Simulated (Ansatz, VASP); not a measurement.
## Al in VASP and in Ansatz

```xyz
2
Lattice="3.0492 0.0000 0.0000 -1.5246 2.6407 0.0000 0.0000 0.0000 4.2672" Properties=species:S:1:pos:R:3 pbc="T T T"
Al    1.5246    0.8802    3.2004
Al    0.0000    1.7605    1.0668
```

Alike in both runs: task single point; functional PBEsol; k mesh 18 × 18 × 10; occupations gaussian, width 0.15 eV; no spin polarisation.

|  | VASP | Ansatz |
| --- | --- | --- |
| version | VASP 6.6.1 | Ansatz 0.2.0 |
| potentials or method | VASP PAW PBE potentials, release 64 (Al), cutoff 520 eV | scalar-relativistic, plane waves, PAW |
| valence electrons in the cell | 6 | 6 |

Ansatz gave:

```
gap on the k mesh at the Fermi level (eV)                     : none
pressure (GPa)                                                : -1.7
traceless stress, the component that is largest in VASP (GPa) : 5.97
```

Problem. Which values does VASP return?

Solution. gap on the k mesh at the Fermi level (eV): none; pressure (GPa): -1.6; traceless stress, the component that is largest in VASP (GPa): 6.02.

VASP's potentials were made for PBE, not for PBEsol, and Ansatz warns of the same on its side. A gap of «none» marks a metal or a gap that the smearing closes.
